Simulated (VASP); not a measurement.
# SiSb2 (P4/nmm) in VASP: a series of runs, part 2 of 2

VASP 6.6.1. The steps go on from the part before.

## (3) Relaxation of cell and atoms, PBE

This run uses another cell than the first one, of 23.28 Å³/atom.

Input file INCAR:

```
SYSTEM = SiSb2
ALGO = Normal ; EDIFF = 1E-7
EDIFFG = -0.04 ; ENCUT = 600
GGA = PE ; IBRION = 2
ISIF = 3 ; ISMEAR = 0
LASPH = .TRUE. ; LCHARG = .FALSE.
LREAL = .FALSE. ; LWAVE = .FALSE.
NELM = 60 ; NSW = 90
PREC = Accurate ; SIGMA = 0.1
```

Input file KPOINTS:

```
k-points
0
G
  4 4 2
  0 0 0
```

Input file POSCAR:

```
SiSb2
1.0
    4.0523555701      0.0000000000      0.0000000000
    0.0000000000      4.0523555701      0.0000000000
    0.0000000000      0.0000000000      8.5043928081
Si Sb
2 4
Direct
    0.5000000000      0.0000000000      0.2800000000
    0.0000000000      0.5000000000      0.7200000000
    0.0000000000      0.0000000000      0.0000000000
    0.5000000000      0.5000000000      0.0000000000
    0.5000000000      0.0000000000      0.6400000000
    0.0000000000      0.5000000000      0.3600000000
```

Potentials or basis: VASP PAW PBE potentials, release 64 (Si, Sb).

The run is started by

```
> cat potpaw_PBE.64/Si/POTCAR potpaw_PBE.64/Sb/POTCAR > POTCAR
> mpirun -np 1 vasp_std > vasp.out
```

OUTCAR:

```text
SYSTEM = SiSb2
   EDIFF = 1E-7
   EDIFFG = -0.04
   ENCUT = 600
   GGA = PE
   IBRION = 2
   ISIF = 3
   ISMEAR = 0
   LASPH = .TRUE.
   LREAL = .FALSE.
   NELM = 60
   NSW = 90
   PREC = Accurate

 ion  position               nearest neighbor table
   1  0.500  0.000  0.280-   6 2.95   6 2.95   6 2.95   6 2.95   5 3.06   3 3.13   3 3.13   4 3.13
                             4 3.13
   2  0.000  0.500  0.720-   5 2.95   5 2.95   5 2.95   5 2.95   6 3.06   3 3.13   4 3.13   4 3.13
                             3 3.13
   3  0.000  0.000  0.000-   4 2.87   4 2.87   4 2.87   4 2.87   2 3.13   1 3.13   1 3.13   2 3.13
                             5 3.67   6 3.67   5 3.67   6 3.67
   4  0.500  0.500  0.000-   3 2.87   3 2.87   3 2.87   3 2.87   2 3.13   2 3.13   1 3.13   1 3.13
                             5 3.67   6 3.67   6 3.67   5 3.67
   5  0.500  0.000  0.640-   2 2.95   2 2.95   2 2.95   2 2.95   1 3.06   4 3.67   4 3.67   3 3.67
                             3 3.67   6 3.73   6 3.73   6 3.73   6 3.73
   6  0.000  0.500  0.360-   1 2.95   1 2.95   1 2.95   1 2.95   2 3.06   3 3.67   4 3.67   4 3.67
                             3 3.67   5 3.73   5 3.73   5 3.73   5 3.73
[... 304 lines left out ...]

 number of electron      27.9999998 magnetization

------------------------ aborting loop because EDIFF is reached ----------------------------------------
[... 75 lines left out ...]
--------------------------------------- Ionic step       26  -------------------------------------------

 number of electron      27.9999999 magnetization

 Free energy of the ion-electron system (eV)
  ---------------------------------------------------
  ext. energy  EPLUGINS =         0.00000000
  ---------------------------------------------------
  free energy    TOTEN  =       -24.87552538 eV

  energy without entropy =      -24.85951163  energy(sigma->0) =      -24.86751851

 E-fermi :   7.9347     XC(G=0): -10.1466

 val. band max:        7.8322798322   @ k =   0.2500   0.2500   0.0000
 cond. band min:       7.9531726905   @ k =   0.2500   0.2500   0.5000
 fundamental gap:      0.1208928583
 Fermi energy:         7.9347405200

 k-point     1 :       0.0000    0.0000    0.0000
  band No.  band energies     occupation
      1      -4.9587      2.00000
      2      -3.2085      2.00000
      3      -2.2737      2.00000
      4       2.1799      2.00000
      5       2.4580      2.00000
      6       4.1584      2.00000
[... 274 lines left out ...]
  FREE ENERGIE OF THE ION-ELECTRON SYSTEM (eV)
  ---------------------------------------------------
  free  energy   TOTEN  =       -24.8755253816 eV

  energy  without entropy=      -24.8595116306  energy(sigma->0) =      -24.86751851

 reached required accuracy - stopping structural energy minimisation
```

CONTCAR:

```text
SiSb2
   1.00000000000000
     4.1616453756962386    0.0000000000000000    0.0000000000000000
    -0.0000000000000000    4.1616453756962386    0.0000000000000000
     0.0000000000000000    0.0000000000000000    8.4099247678676150
  Si              Sb
     2     4
Direct
     0.5000000000000000    0.0000000000000000    0.3168068680271724
     0.0000000000000000    0.5000000000000000    0.6831931319728276
     0.0000000000000000    1.0000000000000000    0.0000000000000000
     0.5000000000000000    0.5000000000000000    0.0000000000000000
     0.5000000000000000    0.0000000000000000    0.6476411088210171
     0.0000000000000000    0.5000000000000000    0.3523588911789831

  0.00000000E+00  0.00000000E+00  0.00000000E+00
  0.00000000E+00  0.00000000E+00  0.00000000E+00
  0.00000000E+00  0.00000000E+00  0.00000000E+00
  0.00000000E+00  0.00000000E+00  0.00000000E+00
  0.00000000E+00  0.00000000E+00  0.00000000E+00
  0.00000000E+00  0.00000000E+00  0.00000000E+00
```

Wall time 10 min (1 thread of Intel Xeon Platinum 8259CL at 2.50GHz (Skylake/Cascade Lake), shared host); peak memory 0.27 GiB.

What came out:

```
Free energy                           : -24.8755 eV
Relaxed volume                        : 24.28 Å³/atom
Relaxed cell                          : a = 4.162 Å, b = 4.162 Å, c = 8.410 Å, α = 90.00°, β = 90.00°, γ = 90.00°
Space group after relaxing (to 0.1 Å) : P4/nmm (No. 129)
Energy gained by relaxing             : 61.9 meV/atom
Ionic steps                           : 26
Pressure after relaxing               : 0.0 GPa
Largest force after relaxing          : 0.035 eV/Å
Band gap on the k mesh                : zero (bands 14 and 15 overlap by 1.35 eV)
```

Forces in eV/Å, atoms in the order of the input:
```
Si   0.000  0.000  0.007
Si   0.000  0.000 -0.007
Sb   0.000  0.000  0.000
Sb   0.000  0.000  0.000
Sb   0.000  0.000 -0.035
Sb   0.000  0.000  0.035
```

Stress tensor (GPa, compression positive):
```
-0.04  0.00  0.00
 0.00 -0.04  0.00
 0.00  0.00  0.11
```

The path:
```tsv
step	energy change (eV)	largest force (eV/Å)	pressure (GPa)	volume (Å³)
1	0.0000	0.7622	3.21	139.66
2	-0.1733	0.6787	-1.95	149.13
3	-0.1915	0.7034	-0.94	146.73
4	-0.2536	0.5786	-0.36	145.17
5	-0.2922	0.2336	1.01	142.41
6	-0.3223	0.1941	0.87	143.04
7	-0.3281	0.2944	0.85	143.47
8	-0.3396	0.1708	0.06	145.14
9	-0.3402	0.1362	-0.18	145.68
10	-0.3423	0.1202	-0.10	145.45
11	-0.3467	0.1172	0.16	144.79
12	-0.3488	0.1644	0.72	143.46
13	-0.3491	0.1526	0.56	143.82
14	-0.3502	0.1544	0.53	143.88
15	-0.3532	0.1598	0.43	144.06
16	-0.3571	0.1690	0.25	144.41
17	-0.3566	0.1800	-0.10	145.12
18	-0.3583	0.1751	0.09	144.73
19	-0.3607	0.1692	0.02	144.96
20	-0.3653	0.1496	-0.18	145.64
21	-0.3611	0.1777	-0.55	147.01
22	-0.3661	0.1381	-0.29	146.01
23	-0.3695	0.0922	-0.08	145.63
24	-0.3710	0.0580	0.16	145.24
25	-0.3710	0.0543	0.18	145.20
26	-0.3715	0.0354	0.01	145.65
```

Final structure:
```yaml
crystal:
  lattice:
    - [4.16165, 0.00000, 0.00000]
    - [0.00000, 4.16165, 0.00000]
    - [0.00000, 0.00000, 8.40992]
  atoms:
    - { symbol: Si, position: [0.50000, 0.00000, 0.31681] }
    - { symbol: Si, position: [0.00000, 0.50000, 0.68319] }
    - { symbol: Sb, position: [0.00000, 0.00000, 0.00000] }
    - { symbol: Sb, position: [0.50000, 0.50000, 0.00000] }
    - { symbol: Sb, position: [0.50000, 0.00000, 0.64764] }
    - { symbol: Sb, position: [0.00000, 0.50000, 0.35236] }
```

Caveat: the k points lie up to 0.38 Å⁻¹ apart in the final cell, too coarse for converged energies and pressures of a metal; spin-orbit coupling is left out, which moves the levels of the heavy elements.

## (4) Single point, PBE

This run uses another cell than the first one, of 26.96 Å³/atom.

Input file INCAR:

```
SYSTEM = SiSb2
PREC = Accurate
ENCUT = 520
EDIFF = 1E-6
ISMEAR = 0
SIGMA = 0.1
LREAL = .FALSE.
LASPH = .TRUE.
NELM = 100
ALGO = Normal
ISIF = 2
LWAVE = .FALSE.
LCHARG = .TRUE.
GGA = PE
LELF = .TRUE.
LVHAR = .TRUE.
NBANDS = 23
```

Input file KPOINTS:

```
regular mesh
0
G
  10 10 4
  0 0 0
```

Input file POSCAR:

```
SiSb2
1.0
    4.0725589251      0.0000000000      0.0000000000
    0.0000000000      4.0725589251      0.0000000000
    0.0000000000      0.0000000000      9.7545268312
Si Sb
2 4
Direct
    0.5000000000      0.0000000000      0.3689383966
    0.0000000000      0.5000000000      0.6310616034
    0.0000000000      0.0000000000      0.0000000000
    0.5000000000      0.5000000000      0.0000000000
    0.5000000000      0.0000000000      0.6450306614
    0.0000000000      0.5000000000      0.3549693386
```

Potentials or basis: VASP PAW PBE potentials, release 64 (Si, Sb).

The run is started by

```
> cat potpaw_PBE.64/Si/POTCAR potpaw_PBE.64/Sb/POTCAR > POTCAR
> mpirun -np 1 vasp_std > vasp.out
```

OUTCAR:

```text
SYSTEM = SiSb2
   PREC = Accurate
   ENCUT = 520
   EDIFF = 1E-6
   ISMEAR = 0
   LREAL = .FALSE.
   LASPH = .TRUE.
   NELM = 100
   ISIF = 2
   GGA = PE

 ion  position               nearest neighbor table
   1  0.500  0.000  0.369-   5 2.69   6 2.88   6 2.88   6 2.88   6 2.88
   2  0.000  0.500  0.631-   6 2.69   5 2.88   5 2.88   5 2.88   5 2.88
   3  0.000  0.000  0.000-   4 2.88   4 2.88   4 2.88   4 2.88
   4  0.500  0.500  0.000-   3 2.88   3 2.88   3 2.88   3 2.88
   5  0.500  0.000  0.645-   1 2.69   2 2.88   2 2.88   2 2.88   2 2.88
   6  0.000  0.500  0.355-   2 2.69   1 2.88   1 2.88   1 2.88   1 2.88

  LATTYP: Found a simple tetragonal cell.
 ALAT       =     4.0725589251
 C/A-ratio  =     2.3951837188

  Lattice vectors:

 A1 = (   4.0725589251,   0.0000000000,   0.0000000000)
 A2 = (   0.0000000000,   4.0725589251,   0.0000000000)
 A3 = (   0.0000000000,   0.0000000000,   9.7545268312)

Analysis of symmetry for initial positions (statically):
=====================================================================
 Subroutine PRICEL returns:
 Original cell was already a primitive cell.

 Routine SETGRP: Setting up the symmetry group for a
[... 182 lines left out ...]
 fundamental gap:      0.0788931431
 Fermi energy:         6.5320136932

 k-point     1 :       0.0000    0.0000    0.0000
  band No.  band energies     occupation
      1      -5.7657      2.00000
      2      -5.1784      2.00000
      3      -3.4967      2.00000
      4       1.3699      2.00000
      5       1.9577      2.00000
      6       2.4432      2.00000
[... 613 lines left out ...]
     22      10.8696      0.00000
     23      11.1656      0.00000

 [... further k-points ...]

------------------------ aborting loop because EDIFF is reached ----------------------------------------

  FORCE on cell =-STRESS in cart. coord.  units (eV):
  Direction    XX          YY          ZZ          XY          YZ          ZX
  --------------------------------------------------------------------------------------
  -------------------------------------------------------------------------------------
  Total        0.0352740      0.0352740     -0.0024351      0.0000000      0.0000000      0.0000000
  in kB        0.3493203      0.3493203     -0.0241147      0.0000000      0.0000000      0.0000000
  external PRESSURE =       0.2248420 kB  Pullay stress =       0.0000000 kB

 VOLUME and BASIS-vectors are now :
 -----------------------------------------------------------------------------
  energy-cutoff  :      520.00
  volume of cell :      161.79
      direct lattice vectors                 reciprocal lattice vectors
     4.072558925  0.000000000  0.000000000     0.245545864  0.000000000  0.000000000
     0.000000000  4.072558925  0.000000000     0.000000000  0.245545864  0.000000000
     0.000000000  0.000000000  9.754526831     0.000000000  0.000000000  0.102516505

 POSITION                                       TOTAL-FORCE (eV/Angst)
 -----------------------------------------------------------------------------------
      2.03628      0.00000      3.59882         0.000000      0.000000     -0.026892
      0.00000      2.03628      6.15571        -0.000000     -0.000000      0.026892
      0.00000      0.00000      0.00000        -0.000000     -0.000000      0.000000
      2.03628      2.03628      0.00000         0.000000      0.000000      0.000000
      2.03628      0.00000      6.29197        -0.000000      0.000000      0.008171
      0.00000      2.03628      3.46256        -0.000000     -0.000000     -0.008171
 -----------------------------------------------------------------------------------
    total drift:                               -0.000000      0.000000     -0.000000

  FREE ENERGIE OF THE ION-ELECTRON SYSTEM (eV)
  ---------------------------------------------------
  free  energy   TOTEN  =       -24.7805442067 eV

  energy  without entropy=      -24.7699586209  energy(sigma->0) =      -24.77525141
```

stdout:

```text
POSCAR found type information on POSCAR SiSb
 POSCAR found :  2 types and       6 ions
 scaLAPACK will be used
 LDA part: xc-table for (Slater+PW92), standard interpolation
 POSCAR, INCAR and KPOINTS ok, starting setup
 FFT: planning ... GRIDC
 FFT: planning ... GRID_SOFT
 FFT: planning ... GRID
 WAVECAR not read
 entering main loop
```

Run time: 2.6 min. Hardware: 1 thread of Intel Xeon Platinum 8259CL at 2.50GHz (Skylake/Cascade Lake), shared host; peak memory 0.36 GiB.

Results:

```
Free energy            : -24.7805 eV
Pressure               : 0.0 GPa
Largest force          : 0.027 eV/Å
Band gap on the k mesh : zero (bands 14 and 15 overlap by 1.58 eV)
```

Forces on the atoms (eV/Å):
```
Si   0.000  0.000 -0.027
Si   0.000  0.000  0.027
Sb   0.000  0.000  0.000
Sb   0.000  0.000  0.000
Sb   0.000  0.000  0.008
Sb   0.000  0.000 -0.008
```

Caveat: spin-orbit coupling is left out, which moves the levels of the heavy elements.

## (5) Single point, PBE

This run uses another cell than the first one, of 26.96 Å³/atom.

Edit INCAR of step 4 so:

```diff
@@ -3,3 +3,3 @@
 ENCUT = 520
-EDIFF = 1E-6
+EDIFF = 1E-7
 ISMEAR = 0
```

Input file KPOINTS:

```
regular mesh
0
G
  10 10 6
  0 0 0
```

POSCAR is that of step 4.

The run is started by

```
> cat potpaw_PBE.64/Si/POTCAR potpaw_PBE.64/Sb/POTCAR > POTCAR
> mpirun -np 1 vasp_std > vasp.out
```

Run time: 4.1 min. Hardware: 1 thread of Intel Xeon Platinum 8259CL at 2.50GHz (Skylake/Cascade Lake), shared host; peak memory 0.41 GiB.

The run converged. Its results:

```
Free energy            : -24.7756 eV
Pressure               : 0.0 GPa
Largest force          : 0.018 eV/Å
Band gap on the k mesh : zero (bands 14 and 15 overlap by 1.58 eV)
```

Forces on the atoms (eV/Å):
```
Si   0.000  0.000 -0.018
Si   0.000  0.000  0.018
Sb   0.000  0.000  0.000
Sb   0.000  0.000  0.000
Sb   0.000  0.000  0.010
Sb   0.000  0.000 -0.010
```

Levels at points of the mesh, in eV from the Fermi level:
| k point | band 11 | band 12 | band 13 | band 14 | band 15 | band 16 | band 17 | band 18 |
| --- | --- | --- | --- | --- | --- | --- | --- | --- |
| (0.00, 0.00, 0.00) | -2.49 | -2.38 | -1.17 | -1.17 | 0.97 | 2.25 | 2.43 | 2.61 |
| (0.50, 0.00, 0.00) | -0.56 | -0.56 | 0.10 | 0.10 | 0.46 | 0.46 | 1.24 | 1.24 |
| (0.50, 0.50, 0.00) | -3.77 | -3.77 | -1.16 | -1.16 | -0.11 | -0.11 | 2.37 | 2.37 |
| (0.00, 0.00, 0.50) | -2.57 | -1.51 | -1.07 | -1.07 | 0.28 | 1.43 | 1.95 | 3.16 |
| (0.50, 0.00, 0.50) | -0.07 | -0.07 | 0.17 | 0.17 | 0.58 | 0.58 | 1.03 | 1.03 |
| (0.50, 0.50, 0.50) | -3.57 | -3.57 | -1.52 | -1.52 | -0.51 | -0.51 | 3.60 | 3.60 |

Caveat: spin-orbit coupling is left out, which moves the levels of the heavy elements.

## (6) The runs side by side

```tsv
task	cell	k mesh	cutoff (eV)	gap on the mesh (eV)	pressure (GPa)	largest force (eV/Å)
single point	a = 4.155, b = 4.155, c = 8.431 Å, 6 atoms, atomic positions A	4 × 4 × 2	520	none	0.1	0.04
relaxation of cell and atoms	relaxed from a = 4.052, b = 4.052, c = 8.504 Å, 6 atoms, atomic positions B	4 × 4 × 2	600	none	0.0	0.04
single point	a = 4.073, b = 4.073, c = 9.755 Å, 6 atoms, atomic positions C	10 × 10 × 4	520	none	0.0	0.03
single point	a = 4.073, b = 4.073, c = 9.755 Å, 6 atoms, atomic positions C	10 × 10 × 6	520	none	0.0	0.02
```

Alike in all rows: level PBE; potentials or basis VASP PAW PBE potentials, release 64 (Si, Sb); no spin polarisation; smearing gaussian 0.1 eV.

Caveats: some runs use coarse meshes; spin-orbit coupling is left out, which moves the levels of the heavy elements.

Total energies depend on the potentials used, so only differences within one code and one set of settings carry meaning.
